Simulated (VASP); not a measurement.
A run of VASP 6.6.1 is set up as follows.

POSCAR

```
Pd
1.0
    0.0000000000      1.9334358480      1.9334358480
    1.9334358480      0.0000000000      1.9334358480
    1.9334358480      1.9334358480      0.0000000000
Pd
1
Direct
    0.0000000000      0.0000000000      0.0000000000
```

File INCAR.step1:

```
ALGO = Normal ; EDIFF = 1E-5
ENCUT = 470 ; GGA = PE
GGA_COMPAT = F ; ISIF = 2
ISMEAR = -1 ; LASPH = T
LCHARG = F ; LREAL = F
LWAVE = T ; NBANDS = 15
NELM = 120 ; PREC = Accurate
SIGMA = 0.05
```

INCAR.step2

```
AEXX = 1.0 ; AGGAC = 0.0
ALDAC = 0.0 ; ALGO = Normal
EDIFF = 1E-6 ; ENCUT = 470
GGA = PE ; GGA_COMPAT = F
ISIF = 2 ; ISMEAR = -1
ISTART = 1 ; LASPH = T
LCHARG = F ; LHFCALC = T
LREAL = F ; LWAVE = F
NBANDS = 15 ; NELM = 120
PREC = Accurate ; PRECFOCK = Normal
SIGMA = 0.05
```

Contents of KPOINTS:

```
k-points
0
Gamma
  6 6 6
```

Potentials or basis: VASP PAW PBE potentials, release 64 (Pd_sv_GW).

Launch:

```sh
$ cat potpaw_PBE.64/Pd_sv_GW/POTCAR > POTCAR
$ cp INCAR.step1 INCAR
$ mpirun -np 1 vasp_std > vasp.out
$ cp INCAR.step2 INCAR
$ mpirun -np 1 vasp_std > vasp.out
```

(1) What does it give for the band gap on the k mesh?

(2) What does it give for the pressure?

Results:

(1) zero (bands 9 and 10 overlap by 7.70 eV).

(2) 11.3 GPa.

Caveat: the k points lie up to 0.47 Å⁻¹ apart, too coarse for converged energies and pressures of a metal; the PAW data sets were made with another functional, which shifts forces and pressure a little.
